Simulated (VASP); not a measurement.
LiH2, 6 atoms in the cell. It takes space group Fddd (No. 70, orthorhombic). The conventional cell has a = 3.061 Å, b = 5.286 Å, c = 10.149 Å, α = 90.00°, β = 90.00°, γ = 90.00°. Within 2.4 Å of Li (site symmetry 222) lie 12 H at 1.83 to 2.39 Å. H (site symmetry -1) has 2 H at 1.53 Å and 2 Li at 1.83 Å within 2.0 Å. 

- Program: VASP 6.6.1
- Task: relaxation of cell and atoms
- Functional: PBE
- Potentials or basis: VASP PAW PBE potentials, release 64 (Li_sv, H)
- Cutoff: 600 eV
- k mesh: 14 × 14 × 14
- Occupations: gaussian, width 0.1 eV
- Spin: no spin polarisation
- Dipole correction: no
- Further INCAR settings: ALGO = Normal; EDIFF = 1e-06; IBRION = 2; EDIFFG = -0.01; NSW = 100; ISIF = 3

Potentials or basis: VASP PAW PBE potentials, release 64 (Li_sv, H).

Run with:

```console
$ cat potpaw_PBE.64/Li_sv/POTCAR potpaw_PBE.64/H/POTCAR > POTCAR
$ mpirun -np 1 vasp_std > vasp.out
```

Hardware: 1 thread of Oxide Virtual Turin-like Processor, with other jobs on the host.

Question: Estimate the wall time of this run.

Answer: Wall time 20 min on 1 thread of Oxide Virtual Turin-like Processor, with other jobs on the host, peak memory 0.31 GiB. Counts: scf iterations 41, k points 428, ion steps 7.
